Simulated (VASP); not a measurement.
Crystal: Mo.

```
Mo
1.0
    -1.57342    1.57342    1.57342
     1.57342   -1.57342    1.57342
     1.57342    1.57342   -1.57342
Mo
1
Direct
  0.00000 0.00000 0.00000
```

```yaml
Program: VASP 6.6.1
Task: relaxation of cell and atoms
Functional: PBEsol
Potentials_or_basis: VASP PAW PBE potentials, release 64 (Mo_sv)
Cutoff: 600 eV
k_mesh: 10 × 10 × 10
Occupations: gaussian, width 0.1 eV
Spin: no spin polarisation
```

At the start: pressure -4.6 GPa; volume 15.58 Å³/atom.

Question: Where does the relaxation end?

Answer: Over 3 steps the energy falls by 3.8 meV/atom and the volume is 15.32 Å³/atom (-1.7 %); space group Im-3m (No. 229, to 0.05 Å).

Step by step:
| step | energy change (eV) | largest force (eV/Å) | pressure (GPa) | volume (Å³) |
| --- | --- | --- | --- | --- |
| 1 | 0.0000 | 0.0000 | -4.55 | 15.58 |
| 2 | 0.0277 | 0.0000 | 14.72 | 14.60 |
| 3 | -0.0038 | 0.0000 | -0.09 | 15.32 |

Final structure:
```cif
data_structure
_symmetry_space_group_name_H-M 'P 1'
_symmetry_Int_Tables_number 1
_cell_length_a 2.7101
_cell_length_b 2.7101
_cell_length_c 2.7101
_cell_angle_alpha 109.471
_cell_angle_beta 109.471
_cell_angle_gamma 109.471
_cell_volume 15.32
loop_
_atom_site_label
_atom_site_type_symbol
_atom_site_fract_x
_atom_site_fract_y
_atom_site_fract_z
_atom_site_occupancy
Mo1 Mo 0.00000 0.00000 0.00000 1
```

Caveat: the PAW data sets were made with another functional, which shifts forces and pressure a little.
